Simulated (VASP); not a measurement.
Sb2Au: single point with LDA

Sb2Au:

```xyz
3
Lattice="0.0000 3.2426 3.2426 3.2426 0.0000 3.2426 3.2426 3.2426 0.0000" Properties=species:S:1:pos:R:3 pbc="T T T"
Sb    1.6213    1.6213    1.6213
Sb    4.8639    4.8639    4.8639
Au    0.0000    0.0000    0.0000
```

```json
{
 "Program": "VASP 6.6.1",
 "Task": "single point",
 "Functional": "LDA",
 "Potentials or basis": "VASP PAW LDA potentials, release 64 (Sb, Au)",
 "Cutoff": "520 eV",
 "k mesh": "6 × 6 × 6",
 "Occupations": "fermi-dirac, width 0.1 eV",
 "Spin": "no spin polarisation"
}
```

```json
{"Pressure": "13.0 GPa"}
```

Levels at points of the mesh, in eV from the Fermi level:
```tsv
k point	band 7	band 8	band 9	band 10	band 11	band 12	band 13	band 14
(0.00, 0.00, 0.00)	-5.96	-0.37	-0.37	-0.37	0.37	0.37	0.37	1.80
(0.50, 0.00, 0.00)	-5.92	-2.78	-2.78	-2.34	-1.72	0.13	0.13	5.03
(0.50, 0.50, 0.00)	-5.77	-5.22	-5.22	-3.84	0.15	3.92	3.92	4.19
```

Run time: 8.1 s on 1 thread of Intel(R) Xeon(R) 6975P-C (Granite Rapids), on a shared host, peak memory 0.17 GiB.

Caveat: spin-orbit coupling is left out, which moves the levels of the heavy elements.
